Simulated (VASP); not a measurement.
# AlRu (NiAs type) (P6_3/mmc) in VASP: relaxation of cell and atoms with PBE

Aim: the relaxation of cell and atoms of AlRu (NiAs type) with PBE.

Program: VASP 6.6.1. These are calculated values, not measurements. Logs are shortened: lines on timing, memory, paths and dates and some standing lists are left out, and cuts for length are marked.

## Step 1: The cell of the first run

The structure is hexagonal, space group P6_3/mmc (No. 194). The conventional cell has a = 3.059 Å, b = 3.059 Å, c = 4.741 Å, α = 90.00°, β = 90.00°, γ = 120.00°. Within 2.8 Å of Ru (site symmetry -3m) lie 6 Al at 2.13 Å and 2 Ru at 2.37 Å. Al (site symmetry -6m2) has 6 Ru at 2.13 Å within 2.8 Å.

## Step 2: Relaxation of cell and atoms, PBE, target pressure 190 GPa, at which the enthalpy is minimised

Input file INCAR:

```
SYSTEM = AlRu
PREC = Accurate
ENCUT = 600
EDIFF = 1E-7
ISMEAR = -1
SIGMA = 0.1
LREAL = .False.
LASPH = .True.
NELM = 60
ALGO = Normal
ISIF = 3
LWAVE = .False.
LCHARG = .False.
GGA = PE
IBRION = 2
NSW = 60
EDIFFG = -0.005
PSTRESS = 1900.0
```

Input file KPOINTS:

```
Automatic mesh
0
Gamma
  12 12 7
  0 0 0
```

Input file POSCAR:

```
AlRu
1.0
    3.0588476869      0.0000000000      0.0000000000
   -1.5294238434      2.6490398031      0.0000000000
    0.0000000000      0.0000000000      4.7412139146
Ru Al
2 2
Direct
    0.0000000000      0.0000000000      0.0000000000
    0.0000000000      0.0000000000      0.5000000000
    0.3333333333      0.6666666667      0.2500000000
    0.6666666667      0.3333333333      0.7500000000
```

Potentials or basis: VASP PAW PBE potentials, release 64 (Ru_pv, Al).

Started as:

```
> cat potpaw_PBE.64/Ru_pv/POTCAR potpaw_PBE.64/Al/POTCAR > POTCAR
> mpirun -np 1 vasp_std > vasp.out
```

OUTCAR:

```text
SYSTEM = AlRu
   PREC = Accurate
   ENCUT = 600
   EDIFF = 1E-7
   ISMEAR = -1
   LREAL = .False.
   LASPH = .True.
   NELM = 60
   ISIF = 3
   GGA = PE
   IBRION = 2
   NSW = 60
   EDIFFG = -0.005
   PSTRESS = 1900.0

 ion  position               nearest neighbor table
   1  0.000  0.000  0.000-   3 2.13   4 2.13   3 2.13   4 2.13   4 2.13   3 2.13   2 2.37   2 2.37

   2  0.000  0.000  0.500-   3 2.13   4 2.13   3 2.13   4 2.13   4 2.13   3 2.13   1 2.37   1 2.37

   3  0.333  0.667  0.250-   1 2.13   2 2.13   1 2.13   2 2.13   1 2.13   2 2.13   4 2.96   4 2.96
                             4 2.96   4 2.96   4 2.96   4 2.96
   4  0.667  0.333  0.750-   1 2.13   2 2.13   1 2.13   2 2.13   1 2.13   2 2.13   3 2.96   3 2.96
                             3 2.96   3 2.96   3 2.96   3 2.96

  LATTYP: Found a hexagonal cell.
 ALAT       =     3.0588476869
 C/A-ratio  =     1.5500000000

  Lattice vectors:

 A1 = (   3.0588476869,   0.0000000000,   0.0000000000)
 A2 = (  -1.5294238434,   2.6490398031,   0.0000000000)
 A3 = (   0.0000000000,   0.0000000000,   4.7412139146)

Analysis of symmetry for initial positions (statically):
=====================================================================
 Subroutine PRICEL returns:
 Original cell was already a primitive cell.

 Routine SETGRP: Setting up the symmetry group for a
 hexagonal supercell.

 Subroutine GETGRP returns: Found 24 space group operations
 (whereof 12 operations were pure point group operations)
 out of a pool of 24 trial point group operations.

The static configuration has the point symmetry D_3d.
 The point group associated with its full space group is D_6h.

Analysis of symmetry for dynamics (positions and initial velocities):
=====================================================================
 Subroutine PRICEL returns:
 Original cell was already a primitive cell.

 Routine SETGRP: Setting up the symmetry group for a
 hexagonal supercell.

 Subroutine GETGRP returns: Found 24 space group operations
 (whereof 12 operations were pure point group operations)
 out of a pool of 24 trial point group operations.

The dynamic configuration has the point symmetry D_3d.
 The point group associated with its full space group is D_6h.

 Subroutine INISYM returns: Found 24 space group operations
 (whereof 12 operations are pure point group operations),
 and found     1 'primitive' translations

----------------------------------------------------------------------------------------

                                     Primitive cell

  volume of cell :      38.4181

  direct lattice vectors                    reciprocal lattice vectors
     3.058847687  0.000000000  0.000000000     0.326920495  0.188747636  0.000000000
    -1.529423843  2.649039803  0.000000000     0.000000000  0.377495272  0.000000000
     0.000000000  0.000000000  4.741213915     0.000000000  0.000000000  0.210916448

  length of vectors
     3.058847687  3.058847687  4.741213915     0.377495272  0.377495272  0.210916448

  position of ions in fractional coordinates (direct lattice)
     0.000000000  0.000000000  0.000000000
     0.000000000  0.000000000  0.500000000
     0.333333333  0.666666667  0.250000000
     0.666666667  0.333333333  0.750000000

  ion indices of the primitive-cell ions
   primitive index   ion index
                 1           1
                 2           2
                 3           3
                 4           4

----------------------------------------------------------------------------------------

 KPOINTS: Automatic mesh

Automatic generation of k-mesh.
 Grid dimensions read from file:
 generate k-points for:   12   12    7

 Generating k-lattice:

  Cartesian coordinates                     Fractional coordinates (reciprocal lattice)
     0.027243375  0.015728970  0.000000000     0.083333333  0.000000000  0.000000000
     0.000000000  0.031457939  0.000000000     0.000000000  0.083333333  0.000000000
     0.000000000  0.000000000  0.030130921     0.000000000  0.000000000  0.142857143

  Length of vectors
     0.031457939  0.031457939  0.030130921

  Shift w.r.t. Gamma in fractional coordinates (k-lattice)
     0.000000000  0.000000000  0.000000000

 Subroutine IBZKPT returns following result:
 ===========================================

 Found     76 irreducible k-points:

 Following reciprocal coordinates:
            Coordinates               Weight
  0.000000  0.000000  0.000000      1.000000
  0.083333 -0.000000  0.000000      6.000000
  0.166667  0.000000  0.000000      6.000000
  0.250000  0.000000  0.000000      6.000000
  0.333333  0.000000  0.000000      6.000000
  0.416667 -0.000000  0.000000      6.000000
[... 16 lines left out ...]
  0.250000  0.000000  0.142857     12.000000
  0.333333  0.000000  0.142857     12.000000
 [... further k-points ...]
   k-points           NKPTS =     76   k-points in BZ     NKDIM =     76   number of bands    NBANDS=     21
   number of dos      NEDOS =    301   number of ions     NIONS =      4
   total plane-waves  NPLWV =  23040
   dimension x,y,z NGX =    24 NGY =   24 NGZ =   40
   dimension x,y,z NGXF=    48 NGYF=   48 NGZF=   80
   ions per type =               2   2
   NGX,Y,Z   is equivalent  to a cutoff of  13.04, 13.04, 14.03 a.u.
   NGXF,Y,Z  is equivalent  to a cutoff of  26.09, 26.09, 28.05 a.u.
 SYSTEM =  AlRu
   PREC   = accura    normal or accurate (medium, high low for compatibility)
   ISTART =      0    job   : 0-new  1-cont  2-samecut
   ICHARG =      2    charge: 1-file 2-atom 10-const
   ISPIN  =      1    spin polarized calculation?
   LNONCOLLINEAR =      F non collinear calculations
   LSORBIT =      F    spin-orbit coupling
   LASPH  =      T    aspherical Exc in radial PAW
   ENCUT  =  600.0 eV  44.10 Ry    6.64 a.u.   6.11  6.11  9.47*2*pi/ulx,y,z
   NELM   =     60;   NELMIN=  2; NELMDL= -5     # of ELM steps
   EDIFF  = 0.1E-06   stopping-criterion for ELM
   LREAL  =      F    real-space projection
   EDIFFG = -.5E-02   stopping-criterion for IOM
   NSW    =     60    number of steps for IOM
   IBRION =      2    ionic relax: 0-MD 1-quasi-New 2-CG
   NFREE  =      1    steps in history (QN), initial steepest desc. (CG)
   ISIF   =      3    stress and relaxation
   ISYM   =      2    0-nonsym 1-usesym 2-fastsym
   POTIM  = 0.5000    time-step for ionic-motion
   TEBEG  =    0.0;   TEEND  =   0.0 temperature during run
   PSTRESS= 1900.0 pullay stress
   NELECT =      34.0000    total number of electrons
   NUPDOWN=      -1.0000    fix difference up-down
   EMIN   =  10.00;   EMAX   =-10.00  energy-range for DOS
   EFERMI =   0.00;   METHOD = LEGACY
   ISMEAR =    -1;   SIGMA  =   0.10  broadening in eV -4-tet -1-fermi 0-gaus
   EFERMI_NEDOS =   21; number of points for ismear=-14 and -15
   IALGO  =     38    algorithm
   IMIX   =      4    mixing-type and parameters
     AMIX     =   0.40;   BMIX     =  1.00
     AMIX_MAG =   1.60;   BMIX_MAG =  1.00
  volume/ion in A,a.u.               =       9.60        64.81
  Fermi-wavevector in a.u.,A,eV,Ry     =   1.571771  2.970216 33.612689  2.470463
  Thomas-Fermi vector in A             =   2.673305
   LORBIT       =      0    0 simple, 1 ext, 2 COOP (PROOUT), +10 PAW based schemes
   GGA     = PE    functional components
   LHFCALC =     F    Hartree Fock is set to
   AEXX    =    0.0000 exact exchange contribution
   IVDW    =     0    specifies the selected vdW correction
   LEPSILON=     F    determine dielectric tensor
   LRPA    =     F    only Hartree local field effects (RPA)
 conjugate gradient relaxation of ions
 non-spin polarized calculation
  energy-cutoff  :      600.00
  volume of cell :       38.42
 maximum number of plane-waves:      1300
   NGX = 13   NGY = 13   NGZ = 19

--------------------------------------- Ionic step        1  -------------------------------------------

 number of electron      34.0000001 magnetization

 Free energy of the ion-electron system (eV)
  ---------------------------------------------------
  ext. energy  EPLUGINS =         0.00000000
  ---------------------------------------------------
  free energy    TOTEN  =       -14.40357665 eV

  energy without entropy =      -14.32917933  energy(sigma->0) =      -14.36637799

------------------------ aborting loop because EDIFF is reached ----------------------------------------

  FORCE on cell =-STRESS in cart. coord.  units (eV):
  Direction    XX          YY          ZZ          XY          YZ          ZX
  --------------------------------------------------------------------------------------
  -------------------------------------------------------------------------------------
  Total       42.0948606     42.0948606     71.5102069      0.0000000     -0.0000000     -0.0000000
  in kB     1755.5118767   1755.5118766   2982.2409590      0.0000000     -0.0000000     -0.0000000
  external PRESSURE =     264.4215708 kB  Pullay stress =    1900.0000000 kB
[... 99 lines left out ...]
  FREE ENERGIE OF THE ION-ELECTRON SYSTEM (eV)
  ---------------------------------------------------
  free  energy   TOTEN  =       -22.3465666073 eV

  energy  without entropy=      -22.3021331666  energy(sigma->0) =      -22.32434989

  enthalpy is  TOTEN    =        29.0046141752 eV   P V=       51.3511807825

[... ionic steps 4 to 11 ...]

--------------------------------------- Ionic step       12  -------------------------------------------

 number of electron      33.9999985 magnetization

------------------------ aborting loop because EDIFF is reached ----------------------------------------

  FORCE on cell =-STRESS in cart. coord.  units (eV):
  Direction    XX          YY          ZZ          XY          YZ          ZX
  --------------------------------------------------------------------------------------
  -------------------------------------------------------------------------------------
  Total       44.5105580     44.5105580     44.2682575      0.0000000     -0.0000000     -0.0000000
  in kB     1898.4462642   1898.4462637   1888.1117637      0.0000002     -0.0000000     -0.0000000
  external PRESSURE =      -4.9985695 kB  Pullay stress =    1900.0000000 kB
[... 65 lines left out ...]
  enthalpy is  TOTEN    =        24.5281525141 eV   P V=       44.5248232790

--------------------------------------- Ionic step       14  -------------------------------------------

 number of electron      33.9999984 magnetization

 Free energy of the ion-electron system (eV)
  ---------------------------------------------------
  ext. energy  EPLUGINS =         0.00000000
  ---------------------------------------------------
  free energy    TOTEN  =       -19.99513339 eV

  energy without entropy =      -19.95939069  energy(sigma->0) =      -19.97726204

 E-fermi :  17.3021     XC(G=0): -14.4853

 val. band max:       17.3019000916   @ k =   0.3333   0.0000   0.2857
 cond. band min:      17.3151609512   @ k =   0.0000   0.0000   0.0000
 fundamental gap:      0.0132608596
 Fermi energy:        17.3020853381

 k-point     1 :       0.0000    0.0000    0.0000
  band No.  band energies     occupation
      1     -25.7455      2.00000
      2     -25.6606      2.00000
      3     -24.8398      2.00000
      4     -24.8398      2.00000
      5     -24.8380      2.00000
      6     -24.8380      2.00000
[... 550 lines left out ...]
      5     -25.1353      2.00000
      6     -25.1350      2.00000
[... 13 lines left out ...]
     20      22.3892      0.00000
     21      22.6298      0.00000

 [... further k-points ...]

------------------------ aborting loop because EDIFF is reached ----------------------------------------

  FORCE on cell =-STRESS in cart. coord.  units (eV):
  Direction    XX          YY          ZZ          XY          YZ          ZX
  --------------------------------------------------------------------------------------
  -------------------------------------------------------------------------------------
  Total       44.5089687     44.5089687     44.5152454      0.0000000     -0.0000000     -0.0000000
  in kB     1899.3890494   1899.3890489   1899.6569021      0.0000002     -0.0000000     -0.0000000
  external PRESSURE =      -0.5216665 kB  Pullay stress =    1900.0000000 kB
[... 19 lines left out ...]
  FREE ENERGIE OF THE ION-ELECTRON SYSTEM (eV)
  ---------------------------------------------------
  free  energy   TOTEN  =       -19.9951333934 eV

  energy  without entropy=      -19.9593906945  energy(sigma->0) =      -19.97726204

  enthalpy is  TOTEN    =        24.5281519203 eV   P V=       44.5232853137

 reached required accuracy - stopping structural energy minimisation
```

Wall time 11 min (1 thread of Intel Xeon 8259CL, shared host); peak memory 0.22 GiB.

What came out:

| Property | Result |
| --- | --- |
| Free energy | -19.9951 eV |
| Relaxed volume | 9.39 Å³/atom |
| Relaxed cell | a = 2.498 Å, b = 2.498 Å, c = 6.949 Å, α = 90.00°, β = 90.00°, γ = 120.00° |
| Space group after relaxing (to 0.1 Å) | P6_3/mmc (No. 194) |
| Energy change on relaxing (the run minimises the enthalpy) | -1397.9 meV/atom |
| Ionic steps | 14 |
| Pressure after relaxing | 189.9 GPa |
| Band gap on the k mesh | zero (bands 17 and 18 overlap by 3.76 eV) |

The path:
| step | energy change (eV) | largest force (eV/Å) | pressure (GPa) | volume (Å³) |
| --- | --- | --- | --- | --- |
| 1 | 0.0000 | 0.0000 | 216.44 | 38.42 |
| 2 | -10.6309 | 0.0000 | 68.76 | 46.31 |
| 3 | -7.9430 | 0.0000 | 110.52 | 43.30 |
| 4 | -8.0932 | 0.0000 | 120.82 | 41.86 |
| 5 | -7.6687 | 0.0000 | 139.01 | 40.34 |
| 6 | -4.2382 | 0.0000 | 214.68 | 36.57 |
| 7 | -6.1975 | 0.0000 | 177.77 | 38.10 |
| 8 | -5.6864 | 0.0000 | 188.11 | 37.62 |
| 9 | -5.5114 | 0.0000 | 191.49 | 37.48 |
| 10 | -5.6098 | 0.0000 | 189.59 | 37.56 |
| 11 | -5.6354 | 0.0000 | 189.09 | 37.58 |
| 12 | -5.6151 | 0.0000 | 189.50 | 37.56 |
| 13 | -5.5931 | 0.0000 | 189.94 | 37.55 |
| 14 | -5.5916 | 0.0000 | 189.95 | 37.54 |

Final structure:
```cif
data_structure
_symmetry_space_group_name_H-M 'P 1'
_symmetry_Int_Tables_number 1
_cell_length_a 2.4977
_cell_length_b 2.4977
_cell_length_c 6.9489
_cell_angle_alpha 90.000
_cell_angle_beta 90.000
_cell_angle_gamma 120.000
_cell_volume 37.54
loop_
_atom_site_label
_atom_site_type_symbol
_atom_site_fract_x
_atom_site_fract_y
_atom_site_fract_z
_atom_site_occupancy
Ru1 Ru 0.00000 0.00000 0.00000 1
Ru2 Ru 0.00000 0.00000 0.50000 1
Al1 Al 0.33333 0.66667 0.25000 1
Al2 Al 0.66667 0.33333 0.75000 1
```

Caveat: the cell is relaxed towards a set pressure, so the run minimises the enthalpy, not the energy; a cell axis changed by over 15 % at a fixed basis, so the end point is rough.
